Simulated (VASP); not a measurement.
Write the native input for VASP 6.6.1 that does the following.

```
Task                   : single point
Functional             : LDA
Potentials or basis    : VASP PAW LDA potentials, release 64 (Na_pv)
Cutoff                 : 520 eV
k mesh                 : 9 × 9 × 9
Occupations            : fermi-dirac, width 0.05 eV
Spin                   : no spin polarisation
Dipole correction      : no
Further INCAR settings : ALGO = Normal; EDIFF = 1e-07; NBANDS = 10
```

The structure of Na lies in POSCAR:

```
Na
1.0
   -2.0266958902      2.0266958902      2.0266958902
    2.0266958902     -2.0266958902      2.0266958902
    2.0266958902      2.0266958902     -2.0266958902
Na
1
Direct
    0.0000000000      0.0000000000      0.0000000000
```

One way to write it, as run:

INCAR

```
SYSTEM = Na
PREC     = Accurate       ! precision mode
ENCUT    = 520            ! plane-wave cutoff, eV
EDIFF    = 1E-7           ! SCF threshold, eV
ISMEAR   = -1             ! smearing method
SIGMA    = 0.05           ! smearing width, eV
LREAL    = .False.        ! projectors in reciprocal space
LASPH    = .True.         ! aspherical terms in the spheres
NELM     = 100            ! most SCF steps
ALGO     = Normal         ! electronic algorithm
ISIF     = 2              ! what is computed and relaxed
LWAVE    = .False.        ! write WAVECAR
LCHARG   = .False.        ! write CHGCAR
GGA      = CA             ! functional
NBANDS   = 10             ! bands
```

KPOINTS

```
Automatic mesh
0
Gamma
  9 9 9
  0 0 0
```

Potentials or basis: VASP PAW LDA potentials, release 64 (Na_pv).

Launch:

```sh
$ cat potpaw_LDA.64/Na_pv/POTCAR > POTCAR
$ mpirun -np 1 vasp_std > vasp.out
```

Results of the run:

```yaml
Pressure: 0.0 GPa
```

It took 12 s on 1 thread of Intel Xeon 6975P-C (shared host), peak memory 0.13 GiB.
